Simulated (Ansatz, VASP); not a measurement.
**One calculation of Sn, two programs**

The input INCAR:

```
SYSTEM = Sn
  PREC = Accurate
  ENCUT = 520
  EDIFF = 1E-7
  ISMEAR = 0
  SIGMA = 0.15
  LREAL = .FALSE.
  LASPH = .TRUE.
  NELM = 100
  ALGO = Fast
  ISIF = 2
  LWAVE = .FALSE.
  LCHARG = .FALSE.
  GGA = PS
  NBANDS = 21
```

File KPOINTS:

```
regular mesh
0
G
  20 20 12
  0 0 0
```

File POSCAR:

```
Sn
1.0
   -1.8723950223      1.8723950223      1.8723950223
    1.8723950223     -1.8723950223      1.8723950223
    3.7447900446      3.7447900446      0.0000000000
Sn
2
Direct
   -0.0801113003     -0.0801113003      0.0000000000
    0.5801113003      0.5801113003      0.5000000000
```

Input for Ansatz:

```yaml
crystal:
  lattice:
    - [-1.8723950223, 1.8723950223, 1.8723950223]
    - [1.8723950223, -1.8723950223, 1.8723950223]
    - [3.7447900446, 3.7447900446, 0.0]
  atoms:
    - { symbol: Sn, position: [-0.0801113003, -0.0801113003, 0.0] }
    - { symbol: Sn, position: [0.5801113003, 0.5801113003, 0.5] }
basis:
  ecutwfc: 420
kpoints:
  mp_grid: { grid: [20, 20, 12] }
hamiltonian:
  xc: pbesol
scf:
  occupations: { method: gaussian, width: 0.15 }
output:
  forces: true
  stress: true
  eigenvalues: true
```

Change from the starting cell: mode 5 (36.0 1/cm) frozen in, largest displacement +0.300 Å.

Alike in both runs: task single point; functional PBEsol; k mesh 20 × 20 × 12; occupations gaussian, width 0.15 eV; no spin polarisation.

|  | VASP | Ansatz |
| --- | --- | --- |
| version | VASP 6.6.1 | Ansatz 0.2.0 |
| potentials or method | VASP PAW PBE potentials, release 64 (Sn_d), cutoff 520 eV | scalar-relativistic, plane waves, PAW |
| valence electrons in the cell | 28 | 28 |

```tsv
	VASP	Ansatz	Ansatz less VASP
gap on the k mesh at the Fermi level (eV)	none	none	-
pressure (GPa)	1.1	1.2	+0.06
traceless stress, the component that is largest in VASP (GPa)	3.00	3.00	0.000
rms of the force components (eV/Å)	0.174	0.174	+0.0002
```

VASP's potentials were made for PBE, not for PBEsol. Atom by atom the forces differ by 0.000 eV/Å (rms over components). A gap of «none» marks a metal or a gap that the smearing closes.
